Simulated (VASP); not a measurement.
# Ti (P6_3/mmc) in VASP: further runs, part 2 of 2

VASP 6.6.1. Earlier steps stand in the parts before.

**3. Single point, PBE (strain +0.030 along x and y, -0.015 along z)**

File INCAR:

```
PREC     = Accurate       # precision mode
ENCUT    = 520            # plane-wave cutoff, eV
EDIFF    = 1E-7           # SCF threshold, eV
ISMEAR   = 0              # smearing method
SIGMA    = 0.15           # smearing width, eV
LREAL    = False          # projectors in reciprocal space
LASPH    = True           # aspherical terms in the spheres
NELM     = 80             # most SCF steps
ALGO     = Fast           # electronic algorithm
ISIF     = 2              # what is computed and relaxed
LWAVE    = False          # write WAVECAR
LCHARG   = False          # write CHGCAR
GGA      = PE             # functional
NBANDS   = 19             # bands
```

File KPOINTS:

```
Automatic mesh
0
Gamma
  18 18 10
```

File POSCAR:

```
Ti
1.0
    3.0384977962      0.0000000000      0.0000000000
   -1.5192488981      2.6314162809      0.0000000000
    0.0000000000      0.0000000000      4.6157100000
Ti
2
Direct
    0.3333333333      0.6666666667      0.2500000000
    0.6666666667      0.3333333333      0.7500000000
```

Potentials or basis: VASP PAW PBE potentials, release 64 (Ti_sv).

Command:

```sh
$ cat potpaw_PBE.64/Ti_sv/POTCAR > POTCAR
$ mpirun -np 1 vasp_std > vasp.out
```

OUTCAR:

```text
PREC = Accurate
   ENCUT = 520
   EDIFF = 1E-7
   ISMEAR = 0
   LREAL = False
   LASPH = True
   NELM = 80
   ISIF = 2
   GGA = PE

 ion  position               nearest neighbor table
   1  0.333  0.667  0.250-   2 2.90   2 2.90   2 2.90   2 2.90   2 2.90   2 2.90
   2  0.667  0.333  0.750-   1 2.90   1 2.90   1 2.90   1 2.90   1 2.90   1 2.90

  LATTYP: Found a hexagonal cell.
 ALAT       =     3.0384977962
 C/A-ratio  =     1.5190763034

  Lattice vectors:

 A1 = (   3.0384977962,   0.0000000000,   0.0000000000)
 A2 = (  -1.5192488981,   2.6314162809,   0.0000000000)
 A3 = (   0.0000000000,   0.0000000000,   4.6157100000)

Analysis of symmetry for initial positions (statically):
=====================================================================
 Subroutine PRICEL returns:
 Original cell was already a primitive cell.

 Routine SETGRP: Setting up the symmetry group for a
 hexagonal supercell.

 Subroutine GETGRP returns: Found 24 space group operations
 (whereof 12 operations were pure point group operations)
 out of a pool of 24 trial point group operations.

The static configuration has the point symmetry D_3d.
 The point group associated with its full space group is D_6h.

Analysis of symmetry for dynamics (positions and initial velocities):
=====================================================================
 Subroutine PRICEL returns:
 Original cell was already a primitive cell.

 Routine SETGRP: Setting up the symmetry group for a
 hexagonal supercell.

 Subroutine GETGRP returns: Found 24 space group operations
 (whereof 12 operations were pure point group operations)
 out of a pool of 24 trial point group operations.

The dynamic configuration has the point symmetry D_3d.
 The point group associated with its full space group is D_6h.

 Subroutine INISYM returns: Found 24 space group operations
 (whereof 12 operations are pure point group operations),
 and found     1 'primitive' translations

----------------------------------------------------------------------------------------

                                     Primitive cell

  volume of cell :      36.9052

  direct lattice vectors                    reciprocal lattice vectors
     3.038497796  0.000000000  0.000000000     0.329109997  0.190011745  0.000000000
    -1.519248898  2.631416281  0.000000000     0.000000000  0.380023490  0.000000000
     0.000000000  0.000000000  4.615710000     0.000000000  0.000000000  0.216651393

  length of vectors
     3.038497796  3.038497796  4.615710000     0.380023490  0.380023490  0.216651393

  position of ions in fractional coordinates (direct lattice)
     0.333333333  0.666666667  0.250000000
     0.666666667  0.333333333  0.750000000

  ion indices of the primitive-cell ions
   primitive index   ion index
                 1           1
                 2           2

----------------------------------------------------------------------------------------

 KPOINTS: Automatic mesh

Automatic generation of k-mesh.
 Grid dimensions read from file:
 generate k-points for:   18   18   10

 Generating k-lattice:

  Cartesian coordinates                     Fractional coordinates (reciprocal lattice)
     0.018283889  0.010556208  0.000000000     0.055555556  0.000000000  0.000000000
     0.000000000  0.021112416  0.000000000     0.000000000  0.055555556  0.000000000
     0.000000000  0.000000000  0.021665139     0.000000000  0.000000000  0.100000000

  Length of vectors
     0.021112416  0.021112416  0.021665139

  Shift w.r.t. Gamma in fractional coordinates (k-lattice)
     0.000000000  0.000000000  0.000000000

 Subroutine IBZKPT returns following result:
 ===========================================

 Found    222 irreducible k-points:

 Following reciprocal coordinates:
            Coordinates               Weight
  0.000000  0.000000  0.000000      1.000000
  0.055556  0.000000  0.000000      6.000000
  0.111111  0.000000  0.000000      6.000000
  0.166667  0.000000  0.000000      6.000000
  0.222222  0.000000  0.000000      6.000000
  0.277778  0.000000  0.000000      6.000000
[... 16 lines left out ...]
  0.333333  0.111111  0.000000     12.000000
  0.388889  0.111111  0.000000     12.000000
 [... further k-points ...]
   k-points           NKPTS =    222   k-points in BZ     NKDIM =    222   number of bands    NBANDS=     19
   number of dos      NEDOS =    301   number of ions     NIONS =      2
   total plane-waves  NPLWV =  20736
   dimension x,y,z NGX =    24 NGY =   24 NGZ =   36
   dimension x,y,z NGXF=    48 NGYF=   48 NGZF=   72
   ions per type =               2
   NGX,Y,Z   is equivalent  to a cutoff of  13.13, 13.13, 12.97 a.u.
   NGXF,Y,Z  is equivalent  to a cutoff of  26.26, 26.26, 25.93 a.u.
 SYSTEM =  unknown system
   PREC   = accura    normal or accurate (medium, high low for compatibility)
   ISTART =      0    job   : 0-new  1-cont  2-samecut
   ICHARG =      2    charge: 1-file 2-atom 10-const
   ISPIN  =      1    spin polarized calculation?
   LNONCOLLINEAR =      F non collinear calculations
   LSORBIT =      F    spin-orbit coupling
   LASPH  =      T    aspherical Exc in radial PAW
   ENCUT  =  520.0 eV  38.22 Ry    6.18 a.u.   5.65  5.65  8.58*2*pi/ulx,y,z
   NELM   =     80;   NELMIN=  2; NELMDL= -5     # of ELM steps
   EDIFF  = 0.1E-06   stopping-criterion for ELM
   LREAL  =      F    real-space projection
   EDIFFG = 0.1E-05   stopping-criterion for IOM
   NSW    =      0    number of steps for IOM
   IBRION =     -1    ionic relax: 0-MD 1-quasi-New 2-CG
   NFREE  =      0    steps in history (QN), initial steepest desc. (CG)
   ISIF   =      2    stress and relaxation
   ISYM   =      2    0-nonsym 1-usesym 2-fastsym
   POTIM  = 0.5000    time-step for ionic-motion
   TEBEG  =    0.0;   TEEND  =   0.0 temperature during run
   PSTRESS=    0.0 pullay stress
   NELECT =      24.0000    total number of electrons
   NUPDOWN=      -1.0000    fix difference up-down
   EMIN   =  10.00;   EMAX   =-10.00  energy-range for DOS
   EFERMI =   0.00;   METHOD = LEGACY
   ISMEAR =     0;   SIGMA  =   0.15  broadening in eV -4-tet -1-fermi 0-gaus
   EFERMI_NEDOS =   21; number of points for ismear=-14 and -15
   IALGO  =     68    algorithm
   IMIX   =      4    mixing-type and parameters
     AMIX     =   0.40;   BMIX     =  1.00
     AMIX_MAG =   1.60;   BMIX_MAG =  1.00
  volume/ion in A,a.u.               =      18.45       124.52
  Fermi-wavevector in a.u.,A,eV,Ry     =   1.418348  2.680290 27.371005  2.011712
  Thomas-Fermi vector in A             =   2.539483
   LORBIT       =      0    0 simple, 1 ext, 2 COOP (PROOUT), +10 PAW based schemes
   GGA     = PE    functional components
   LHFCALC =     F    Hartree Fock is set to
   AEXX    =    0.0000 exact exchange contribution
   IVDW    =     0    specifies the selected vdW correction
   LEPSILON=     F    determine dielectric tensor
   LRPA    =     F    only Hartree local field effects (RPA)
 non-spin polarized calculation
 RMM-DIIS sequential band-by-band and
 Gauss-broadening in eV      SIGMA  =   0.15
  energy-cutoff  :      520.00
  volume of cell :       36.91
 maximum number of plane-waves:      1013
 NGX is ok and might be reduce to    24
   NGX = 11   NGY = 11   NGZ = 17

 number of electron      24.0000003 magnetization

 Free energy of the ion-electron system (eV)
  ---------------------------------------------------
  ext. energy  EPLUGINS =         0.00000000
  ---------------------------------------------------
  free energy    TOTEN  =       -15.62834658 eV

  energy without entropy =      -15.60319103  energy(sigma->0) =      -15.61576880

 E-fermi :   7.7186     XC(G=0): -11.2134

 val. band max:        7.7169957673   @ k =   0.1667   0.0000   0.2000
 cond. band min:       7.7190144712   @ k =   0.0556   0.0556   0.5000
 fundamental gap:      0.0020187039
 Fermi energy:         7.7186108748

 k-point     1 :       0.0000    0.0000    0.0000
  band No.  band energies     occupation
      1     -49.2644      2.00000
      2     -49.1403      2.00000
      3     -25.8149      2.00000
      4     -25.2800      2.00000
      5     -25.2800      2.00000
      6     -25.1850      2.00000
[... 11 lines left out ...]
     18       9.0371      0.00000
     19      10.6225      0.00000

 k-point     2 :       0.0556    0.0000    0.0000
  band No.  band energies     occupation
      1     -49.2622      2.00000
      2     -49.1398      2.00000
      3     -25.8092      2.00000
      4     -25.2898      2.00000
      5     -25.2837      2.00000
      6     -25.1879      2.00000
[... 476 lines left out ...]
 k-point    24 :       0.3889    0.1111    0.0000
  band No.  band energies     occupation
      1     -49.1762      2.00000
      2     -49.1354      2.00000
      3     -25.5958      2.00000
      4     -25.5581      2.00000
      5     -25.4853      2.00000
      6     -25.4038      2.00000
[... 11 lines left out ...]
     18      11.0350      0.00000
     19      11.5033      0.00000

 [... further k-points ...]
[... 5 lines left out ...]
  --------------------------------------------------------------------------------------
  -------------------------------------------------------------------------------------
  Total       -1.6879593     -1.6879593     -0.7886962     -0.0000000     -0.0000000      0.0000000
  in kB      -73.2800172    -73.2800172    -34.2399672     -0.0000000     -0.0000000      0.0000000
  external PRESSURE =     -60.2666672 kB  Pullay stress =       0.0000000 kB

 VOLUME and BASIS-vectors are now :
 -----------------------------------------------------------------------------
  energy-cutoff  :      520.00
  volume of cell :       36.91
      direct lattice vectors                 reciprocal lattice vectors
     3.038497796  0.000000000  0.000000000     0.329109997  0.190011745  0.000000000
    -1.519248898  2.631416281  0.000000000     0.000000000  0.380023490  0.000000000
     0.000000000  0.000000000  4.615710000     0.000000000  0.000000000  0.216651393

 POSITION                                       TOTAL-FORCE (eV/Angst)
 -----------------------------------------------------------------------------------
     -0.00000      1.75428      1.15393         0.000000      0.000000      0.000000
      1.51925      0.87714      3.46178        -0.000000     -0.000000      0.000000
 -----------------------------------------------------------------------------------
    total drift:                               -0.000000      0.000000     -0.000000

  FREE ENERGIE OF THE ION-ELECTRON SYSTEM (eV)
  ---------------------------------------------------
  free  energy   TOTEN  =       -15.6283465770 eV

  energy  without entropy=      -15.6031910312  energy(sigma->0) =      -15.61576880
```

It took 12 min on 1 thread of Intel Xeon 8259CL, shared host; peak memory 0.25 GiB.

Results:

```yaml
Free_energy: -15.6283 eV
Pressure: -6.0 GPa
Band_gap_on_the_k_mesh: zero (bands 12 and 13 overlap by 1.06 eV)
```

Stress tensor (GPa, compression positive):
```
-7.33  0.00  0.00
 0.00 -7.33  0.00
 0.00  0.00 -3.42
```

Levels at points of the mesh, in eV from the Fermi level:
```tsv
k point	band 8	band 9	band 10	band 11	band 12	band 13	band 14	band 15	band 16	band 17
(0.00, 0.00, 0.00)	-32.89	-6.07	-2.52	0.68	0.68	0.99	1.07	1.20	1.20	1.32
(0.50, 0.00, 0.00)	-32.94	-2.33	-2.02	-1.65	-0.83	0.27	0.71	1.24	2.94	3.21
(0.00, 0.00, 0.50)	-32.95	-4.19	-4.19	0.23	0.23	0.53	0.53	0.53	0.53	2.60
(0.50, 0.00, 0.50)	-33.02	-2.39	-2.39	-0.68	-0.68	1.15	1.15	1.50	1.50	3.11
```

Caveat: the cell differs from its parent crystal (strain +0.030 along x and y, -0.015 along z); the cell stands under tension.

**4. Single point, PBE (strain +0.015 along x and y, +0.015 along z)**

File INCAR:

```
SYSTEM = Ti
ALGO = Fast
EDIFF = 1E-6
ENCUT = 520
GGA = PE
ISIF = 2
ISMEAR = 0
LASPH = .TRUE.
LCHARG = .FALSE.
LREAL = .FALSE.
LWAVE = .FALSE.
NBANDS = 19
NELM = 80
PREC = Accurate
SIGMA = 0.15
```

File KPOINTS:

```
k-points
0
G
  18 18 10
  0 0 0
```

File POSCAR:

```
Ti
1.0
    2.9942478283      0.0000000000      0.0000000000
   -1.4971239141      2.5930946845      0.0000000000
    0.0000000000      0.0000000000      4.7562900000
Ti
2
Direct
    0.3333333333      0.6666666667      0.2500000000
    0.6666666667      0.3333333333      0.7500000000
```

Command:

```sh
$ cat potpaw_PBE.64/Ti_sv/POTCAR > POTCAR
$ mpirun -np 1 vasp_std > vasp.out
```

It took 8.6 min on 1 thread of Intel Xeon 8259CL, shared host; peak memory 0.25 GiB.

Results (log left out):

| Quantity | Value |
| --- | --- |
| Free energy | -15.6392 eV |
| Pressure | -6.3 GPa |
| Band gap on the k mesh | zero (bands 12 and 13 overlap by 1.07 eV) |

Stress tensor (GPa, compression positive):
```
-6.13  0.00  0.00
 0.00 -6.13  0.00
 0.00  0.00 -6.62
```

Levels at points of the mesh, in eV from the Fermi level:
| k point | band 10 | band 11 | band 12 | band 13 | band 14 | band 15 |
| --- | --- | --- | --- | --- | --- | --- |
| (0.00, 0.00, 0.00) | -2.54 | 0.60 | 0.74 | 0.74 | 0.82 | 1.19 |
| (0.50, 0.00, 0.00) | -1.98 | -1.69 | -0.67 | 0.48 | 0.57 | 1.08 |
| (0.00, 0.00, 0.50) | -4.28 | 0.08 | 0.08 | 0.66 | 0.66 | 0.66 |
| (0.50, 0.00, 0.50) | -2.38 | -0.75 | -0.75 | 1.18 | 1.18 | 1.62 |

Caveat: the cell differs from its parent crystal (strain +0.015 along x and y, +0.015 along z); the cell stands under tension.

**5. The runs side by side**

| cell | further INCAR settings | gap on the mesh (eV) | pressure (GPa) |
| --- | --- | --- | --- |
| a = 3.038, b = 3.038, c = 4.545 Å, angles 90.0, 90.0, 120.0°, 2 atoms | ALGO = Fast; EDIFF = 1e-06; NBANDS = 19 | none | -4.7 |
| a = 3.038, b = 3.038, c = 4.616 Å, angles 90.0, 90.0, 120.0°, 2 atoms | ALGO = Fast; EDIFF = 1e-07; NBANDS = 19 | none | -6.0 |
| a = 2.994, b = 2.994, c = 4.756 Å, angles 90.0, 90.0, 120.0°, 2 atoms | ALGO = Fast; EDIFF = 1e-06; NBANDS = 19 | none | -6.3 |

Alike in all rows: task single point; level PBE; potentials or basis VASP PAW PBE potentials, release 64 (Ti_sv); no spin polarisation; k mesh 18 × 18 × 10; cutoff (eV) 520; smearing gaussian 0.15 eV.

Caveats: the cell stands under tension.

Absolute energies hang on the potentials; compare differences alone.
